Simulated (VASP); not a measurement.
Input of a VASP 6.6.1 run:

The input INCAR:

```
SYSTEM = BaTlN
PREC = Accurate
ENCUT = 600
EDIFF = 1E-7
ISMEAR = 0
SIGMA = 0.15
LREAL = .FALSE.
LASPH = .TRUE.
NELM = 120
ALGO = Normal
ISIF = 3
LWAVE = .FALSE.
LCHARG = .FALSE.
GGA = PE
IBRION = 2
NSW = 36
EDIFFG = -0.08
GGA_COMPAT = .FALSE.
NELMIN = 4
```

KPOINTS

```
Automatic mesh
0
G
  3 3 3
  0 0 0
```

POSCAR

```
BaTlN
1.0
    4.2253640600      0.0000000000      0.0000000000
    0.0000000000      4.2253640600      0.0000000000
    0.0000000000      0.0000000000      4.8857401900
Ba Tl N
1 1 1
Direct
    0.0000000000      0.0000000000      0.5000000000
    0.5000000000      0.5000000000      0.0000000000
    0.0000000000      0.0000000000      0.0000000000
```

Potentials or basis: VASP PAW PBE potentials, release 64 (Ba_sv, Tl_d, N).

Command:

```bash
$ cat potpaw_PBE.64/Ba_sv/POTCAR potpaw_PBE.64/Tl_d/POTCAR potpaw_PBE.64/N/POTCAR > POTCAR
$ mpirun -np 1 vasp_std > vasp.out
```

(1) What does it give for the space group after relaxing (to 0.1 Å)?

(2) Predict the relaxed volume.

(3) What does it give for the relaxed cell?

(4) Estimate the band gap on the k mesh.

## Answers

(1) P4/mmm (No. 123).

(2) 28.21 Å³/atom.

(3) a = 4.184 Å, b = 4.184 Å, c = 4.833 Å, α = 90.00°, β = 90.00°, γ = 90.00°.

(4) zero (bands 14 and 15 overlap by 1.99 eV).

Caveat: the k points lie up to 0.50 Å⁻¹ apart in the final cell, too coarse for converged energies and pressures of a metal; spin-orbit coupling is left out, which moves the levels of the heavy elements.
